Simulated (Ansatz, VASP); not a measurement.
Mg in VASP and in Ansatz

```
Mg
1.0
     3.15483    0.00000    0.00000
    -1.57741    2.73216    0.00000
     0.00000    0.00000    5.35829
Mg
2
Direct
  0.33333 0.66667 0.25000
  0.66667 0.33333 0.75000
```

Alike in both runs: functional PBE; k mesh 7 × 7 × 4; occupations gaussian, width 0.2702 eV; no spin polarisation.

Ansatz relaxed the structure, and its values are those at the end. VASP's run is a single point on that final structure, the one shown.

```csv
,VASP,Ansatz
version,VASP 6.6.1,Ansatz 0.2.0
potentials or method,"VASP PAW PBE potentials, release 64 (Mg), cutoff 520 eV",PAW plane waves
valence electrons in the cell,4,20
```

VASP gave:

* gap on the k mesh at the Fermi level (eV): none
* pressure (GPa): -0.1

Problem. What did Ansatz give for the same quantities?

Solution. gap on the k mesh at the Fermi level (eV): none; pressure (GPa): 0.0.

A gap of «none» marks a metal or a gap that the smearing closes. The functional is the same, so the differences come from potentials, cutoffs and numerics. VASP's potentials hold 4 valence electrons a cell and Ansatz's 20, so a difference there can come from the potentials and not from the codes. Ansatz's warnings: structure snapped to symmetry.
